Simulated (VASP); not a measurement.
# ZnO (P6_3mc) in VASP: notebook

The runs below take ZnO through single point, with r2SCAN.

All numbers are computed with VASP 6.6.1; they aren't measurements. Logs are shortened: lines on timing, memory, paths and dates and some standing lists are left out, and cuts for length are marked.

### Step 1. The cell of the first run

It takes space group P6_3mc (No. 186, hexagonal). Conventional cell: a = 3.235 Å, b = 3.235 Å, c = 5.211 Å, α = 90.00°, β = 90.00°, γ = 120.00°. Zn (site symmetry 3m) has 4 O at 1.97 to 1.98 Å within 2.6 Å. O (site symmetry 3m) has 4 Zn at 1.97 to 1.98 Å within 2.6 Å.

### Step 2. Single point, r2SCAN

POSCAR reads:

```
ZnO
1.0
    3.2351975635      0.0000000000      0.0000000000
   -1.6175987818      2.8017632763      0.0000000000
    0.0000000000      0.0000000000      5.2114228349
Zn O
2 2
Direct
    0.3333333333      0.6666666667      0.4996923815
    0.6666666667      0.3333333333     -0.0003076185
    0.6666666667      0.3333333333      0.3793176185
    0.3333333333      0.6666666667      0.8793176185
```

INCAR.step1 reads:

```
PREC = Accurate ; ENCUT = 520
ISMEAR = 0 ; SIGMA = 0.01
LREAL = False ; LASPH = True
NELM = 100 ; NBANDS = 26
GGA = PE ; ALGO = Normal
EDIFF = 1E-4 ; LWAVE = True
LCHARG = False
```

INCAR.step2 reads:

```
PREC = Accurate ; ENCUT = 520
EDIFF = 1E-7 ; ISMEAR = 0
SIGMA = 0.01 ; LREAL = False
LASPH = True ; NELM = 100
ALGO = Normal ; ISIF = 2
LWAVE = False ; LCHARG = True
METAGGA = R2SCAN ; LMIXTAU = True
LELF = True ; LVHAR = True
NBANDS = 26 ; ISTART = 1
```

KPOINTS reads:

```
Automatic mesh
0
Gamma
  8 8 4
```

Potentials or basis: VASP PAW PBE potentials, release 64 (Zn, O).

On the command line:

```
$ cat potpaw_PBE.64/Zn/POTCAR potpaw_PBE.64/O/POTCAR > POTCAR
$ cp INCAR.step1 INCAR
$ mpirun -np 1 vasp_std > vasp.out
$ cp INCAR.step2 INCAR
$ mpirun -np 1 vasp_std > vasp.out
```

OUTCAR:

```text
PREC = Accurate
   ENCUT = 520
   EDIFF = 1E-7
   ISMEAR = 0
   LREAL = False
   LASPH = True
   NELM = 100
   ISIF = 2
   METAGGA = R2SCAN
   ISTART = 1

 ion  position               nearest neighbor table
   1  0.333  0.667  0.500-   3 1.97   3 1.97   3 1.97   4 1.98
   2  0.667  0.333  1.000-   4 1.97   4 1.97   4 1.97   3 1.98
   3  0.667  0.333  0.379-   1 1.97   1 1.97   1 1.97   2 1.98
   4  0.333  0.667  0.879-   2 1.97   2 1.97   2 1.97   1 1.98

  LATTYP: Found a hexagonal cell.
 ALAT       =     3.2351975635
 C/A-ratio  =     1.6108514960

  Lattice vectors:

 A1 = (   3.2351975635,   0.0000000000,   0.0000000000)
 A2 = (  -1.6175987818,   2.8017632763,   0.0000000000)
 A3 = (   0.0000000000,   0.0000000000,   5.2114228349)

Analysis of symmetry for initial positions (statically):
=====================================================================
 Subroutine PRICEL returns:
 Original cell was already a primitive cell.

 Routine SETGRP: Setting up the symmetry group for a
 hexagonal supercell.

 Subroutine GETGRP returns: Found 12 space group operations
 (whereof  6 operations were pure point group operations)
 out of a pool of 24 trial point group operations.

The static configuration has the point symmetry C_3v.
 The point group associated with its full space group is C_6v.

Analysis of symmetry for dynamics (positions and initial velocities):
=====================================================================
 Subroutine PRICEL returns:
 Original cell was already a primitive cell.

 Routine SETGRP: Setting up the symmetry group for a
 hexagonal supercell.

 Subroutine GETGRP returns: Found 12 space group operations
 (whereof  6 operations were pure point group operations)
 out of a pool of 24 trial point group operations.

The dynamic configuration has the point symmetry C_3v.
 The point group associated with its full space group is C_6v.

 Subroutine INISYM returns: Found 12 space group operations
 (whereof  6 operations are pure point group operations),
 and found     1 'primitive' translations

----------------------------------------------------------------------------------------

                                     Primitive cell

  volume of cell :      47.2377

  direct lattice vectors                    reciprocal lattice vectors
     3.235197563  0.000000000  0.000000000     0.309100134  0.178459046  0.000000000
    -1.617598782  2.801763276  0.000000000     0.000000000  0.356918091  0.000000000
     0.000000000  0.000000000  5.211422835     0.000000000  0.000000000  0.191886176

  length of vectors
     3.235197563  3.235197564  5.211422835     0.356918091  0.356918091  0.191886176

  position of ions in fractional coordinates (direct lattice)
     0.333333333  0.666666667  0.499692381
     0.666666667  0.333333333  0.999692381
     0.666666667  0.333333333  0.379317618
     0.333333333  0.666666667  0.879317618

  ion indices of the primitive-cell ions
   primitive index   ion index
                 1           1
                 2           2
                 3           3
                 4           4

----------------------------------------------------------------------------------------

 KPOINTS: Automatic mesh

Automatic generation of k-mesh.
 Grid dimensions read from file:
 generate k-points for:    8    8    4

 Generating k-lattice:

  Cartesian coordinates                     Fractional coordinates (reciprocal lattice)
     0.038637517  0.022307381  0.000000000     0.125000000 -0.000000000  0.000000000
     0.000000000  0.044614761  0.000000000     0.000000000  0.125000000  0.000000000
     0.000000000  0.000000000  0.047971544     0.000000000  0.000000000  0.250000000

  Length of vectors
     0.044614761  0.044614761  0.047971544

  Shift w.r.t. Gamma in fractional coordinates (k-lattice)
     0.000000000  0.000000000  0.000000000

 Subroutine IBZKPT returns following result:
 ===========================================

 Found     30 irreducible k-points:

 Following reciprocal coordinates:
            Coordinates               Weight
  0.000000  0.000000  0.000000      1.000000
  0.125000 -0.000000  0.000000      6.000000
  0.250000 -0.000000  0.000000      6.000000
  0.375000 -0.000000  0.000000      6.000000
  0.500000 -0.000000  0.000000      3.000000
  0.125000  0.125000  0.000000      6.000000
[... 16 lines left out ...]
  0.250000 -0.000000  0.500000      6.000000
  0.375000 -0.000000  0.500000      6.000000
 [... further k-points ...]
   k-points           NKPTS =     30   k-points in BZ     NKDIM =     30   number of bands    NBANDS=     26
   number of dos      NEDOS =    301   number of ions     NIONS =      4
   total plane-waves  NPLWV =  23040
   dimension x,y,z NGX =    24 NGY =   24 NGZ =   40
   dimension x,y,z NGXF=    48 NGYF=   48 NGZF=   80
   ions per type =               2   2
   NGX,Y,Z   is equivalent  to a cutoff of  12.33, 12.33, 12.76 a.u.
   NGXF,Y,Z  is equivalent  to a cutoff of  24.67, 24.67, 25.52 a.u.
 SYSTEM =  unknown system
   PREC   = accura    normal or accurate (medium, high low for compatibility)
   ISTART =      1    job   : 0-new  1-cont  2-samecut
   ICHARG =      0    charge: 1-file 2-atom 10-const
   ISPIN  =      1    spin polarized calculation?
   LNONCOLLINEAR =      F non collinear calculations
   LSORBIT =      F    spin-orbit coupling
   LASPH  =      T    aspherical Exc in radial PAW
   ENCUT  =  520.0 eV  38.22 Ry    6.18 a.u.   6.02  6.02  9.69*2*pi/ulx,y,z
   NELM   =    100;   NELMIN=  2; NELMDL=  0     # of ELM steps
   EDIFF  = 0.1E-06   stopping-criterion for ELM
   LREAL  =      F    real-space projection
   EDIFFG = 0.1E-05   stopping-criterion for IOM
   NSW    =      0    number of steps for IOM
   IBRION =     -1    ionic relax: 0-MD 1-quasi-New 2-CG
   NFREE  =      0    steps in history (QN), initial steepest desc. (CG)
   ISIF   =      2    stress and relaxation
   ISYM   =      2    0-nonsym 1-usesym 2-fastsym
   POTIM  = 0.5000    time-step for ionic-motion
   TEBEG  =    0.0;   TEEND  =   0.0 temperature during run
   PSTRESS=    0.0 pullay stress
   NELECT =      36.0000    total number of electrons
   NUPDOWN=      -1.0000    fix difference up-down
   EMIN   =  10.00;   EMAX   =-10.00  energy-range for DOS
   EFERMI =   0.00;   METHOD = LEGACY
   ISMEAR =     0;   SIGMA  =   0.01  broadening in eV -4-tet -1-fermi 0-gaus
   EFERMI_NEDOS =   21; number of points for ismear=-14 and -15
   IALGO  =     38    algorithm
   IMIX   =      4    mixing-type and parameters
     AMIX     =   0.40;   BMIX     =  1.00
     AMIX_MAG =   1.60;   BMIX_MAG =  1.00
  volume/ion in A,a.u.               =      11.81        79.69
  Fermi-wavevector in a.u.,A,eV,Ry     =   1.495361  2.825823 30.424062  2.236106
  Thomas-Fermi vector in A             =   2.607516
   LORBIT       =      0    0 simple, 1 ext, 2 COOP (PROOUT), +10 PAW based schemes
   METAGGA = R2SCAN    functional components
   LHFCALC =     F    Hartree Fock is set to
   AEXX    =    0.0000 exact exchange contribution
   IVDW    =     0    specifies the selected vdW correction
   LEPSILON=     F    determine dielectric tensor
   LRPA    =     F    only Hartree local field effects (RPA)
 non-spin polarized calculation
 Gauss-broadening in eV      SIGMA  =   0.01
  energy-cutoff  :      520.00
  volume of cell :       47.24
 maximum number of plane-waves:      1290
   NGX = 13   NGY = 13   NGZ = 19

 number of electron      36.0000015 magnetization

 Free energy of the ion-electron system (eV)
  ---------------------------------------------------
  ext. energy  EPLUGINS =         0.00000000
  ---------------------------------------------------
  free energy    TOTEN  =       -36.31705726 eV

  energy without entropy =      -36.31705726  energy(sigma->0) =      -36.31705726

 E-fermi :   0.9966     XC(G=0): -11.7063

 val. band max:        0.9191171169   @ k =   0.0000   0.0000   0.0000
 cond. band min:       2.1535634045   @ k =   0.0000   0.0000   0.0000
 fundamental gap:      1.2344462876
 Fermi energy:         0.9966147054

 k-point     1 :       0.0000    0.0000    0.0000
  band No.  band energies     occupation
      1     -18.2265      2.00000
      2     -17.5304      2.00000
      3      -4.9394      2.00000
      4      -4.9393      2.00000
      5      -4.8828      2.00000
      6      -4.8360      2.00000
[... 18 lines left out ...]
     25      16.0378      0.00000
     26      16.0379      0.00000

 k-point     2 :       0.1250   -0.0000    0.0000
  band No.  band energies     occupation
      1     -18.1445      2.00000
      2     -17.4943      2.00000
      3      -5.0294      2.00000
      4      -4.8881      2.00000
      5      -4.8338      2.00000
      6      -4.7660      2.00000
[... 18 lines left out ...]
     25      16.0326      0.00000
     26      16.2119      0.00000

 k-point     3 :       0.2500   -0.0000    0.0000
  band No.  band energies     occupation
      1     -17.9331      2.00000
      2     -17.4134      2.00000
      3      -5.1839      2.00000
      4      -4.8381      2.00000
      5      -4.7745      2.00000
      6      -4.6450      2.00000
[... 18 lines left out ...]
     25      15.1818      0.00000
     26      16.0390      0.00000

 k-point     4 :       0.3750   -0.0000    0.0000
  band No.  band energies     occupation
      1     -17.6900      2.00000
      2     -17.3548      2.00000
      3      -5.2196      2.00000
      4      -4.8884      2.00000
      5      -4.6853      2.00000
      6      -4.4257      2.00000
[... 18 lines left out ...]
     25      15.0923      0.00000
     26      16.0266      0.00000
[... 496 lines left out ...]
      1     -17.8255      2.00000
      2     -17.8255      2.00000
      3      -5.1774      2.00000
      4      -5.1774      2.00000
      5      -4.8048      2.00000
      6      -4.8048      2.00000
[... 18 lines left out ...]
     25      15.0978      0.00000
     26      15.0978      0.00000

 k-point    23 :       0.2500   -0.0000    0.5000
  band No.  band energies     occupation
      1     -17.6737      2.00000
      2     -17.6737      2.00000
      3      -5.2706      2.00000
      4      -5.2706      2.00000
      5      -4.6564      2.00000
      6      -4.6564      2.00000
[... 18 lines left out ...]
     25      15.3610      0.00000
     26      15.3610      0.00000

 k-point    24 :       0.3750   -0.0000    0.5000
  band No.  band energies     occupation
      1     -17.5167      2.00000
      2     -17.5167      2.00000
      3      -5.3187      2.00000
      4      -5.3187      2.00000
      5      -4.4839      2.00000
      6      -4.4839      2.00000
[... 18 lines left out ...]
     25      15.4957      0.00000
     26      15.4957      0.00000

 [... further k-points ...]

------------------------ aborting loop because EDIFF is reached ----------------------------------------

  FORCE on cell =-STRESS in cart. coord.  units (eV):
  Direction    XX          YY          ZZ          XY          YZ          ZX
  --------------------------------------------------------------------------------------
  -------------------------------------------------------------------------------------
  Total        0.2886909      0.2886909      0.3227908     -0.0000000      0.0000000      0.0000000
  in kB        9.7916331      9.7916331     10.9482114     -0.0000000      0.0000000      0.0000000
  external PRESSURE =      10.1771592 kB  Pullay stress =       0.0000000 kB

 VOLUME and BASIS-vectors are now :
 -----------------------------------------------------------------------------
  energy-cutoff  :      520.00
  volume of cell :       47.24
      direct lattice vectors                 reciprocal lattice vectors
     3.235197563  0.000000000  0.000000000     0.309100134  0.178459046  0.000000000
    -1.617598782  2.801763276  0.000000000     0.000000000  0.356918091  0.000000000
     0.000000000  0.000000000  5.211422835     0.000000000  0.000000000  0.191886176

 POSITION                                       TOTAL-FORCE (eV/Angst)
 -----------------------------------------------------------------------------------
     -0.00000      1.86784      2.60411        -0.000000     -0.000000     -0.010060
      1.61760      0.93392      5.20982         0.000000      0.000000     -0.010060
      1.61760      0.93392      1.97678        -0.000000     -0.000000      0.010060
     -0.00000      1.86784      4.58250        -0.000000     -0.000000      0.010060
 -----------------------------------------------------------------------------------
    total drift:                                0.000001      0.000001     -0.074719

  FREE ENERGIE OF THE ION-ELECTRON SYSTEM (eV)
  ---------------------------------------------------
  free  energy   TOTEN  =       -36.3170572605 eV

  energy  without entropy=      -36.3170572605  energy(sigma->0) =      -36.31705726
```

Run time: 100 s. Hardware: 1 thread of AMD EPYC 7R13 (Zen 3), shared host; peak memory 0.15 GiB.

What came out:

```yaml
Free_energy: -36.3171 eV
Pressure: 1.0 GPa
Largest_force: 0.010 eV/Å
Band_gap_on_the_k_mesh: 1.23 eV
```

Forces on the atoms (eV/Å):
```
Zn   0.000  0.000 -0.010
Zn   0.000  0.000 -0.010
O    0.000  0.000  0.010
O    0.000  0.000  0.010
```

Levels at points of the mesh, in eV from the valence-band top:
```tsv
k point	band 16	band 17	band 18	band 19	band 20	band 21
(0.00, 0.00, 0.00)	-0.09	0.00	0.00	1.23	5.87	8.83
(0.50, 0.00, 0.00)	-2.34	-1.31	-0.87	6.43	7.36	8.08
(0.00, 0.00, 0.50)	-0.40	-0.40	-0.40	3.94	3.94	10.83
(0.50, 0.00, 0.50)	-1.56	-1.41	-1.41	6.25	6.25	9.18
```

Caveat: the PAW data sets were made with another functional, which shifts forces and pressure a little. r2SCAN opens gaps a little over a GGA but as a rule still falls short of measured ones.

(Part 1 of 3 ends here.)
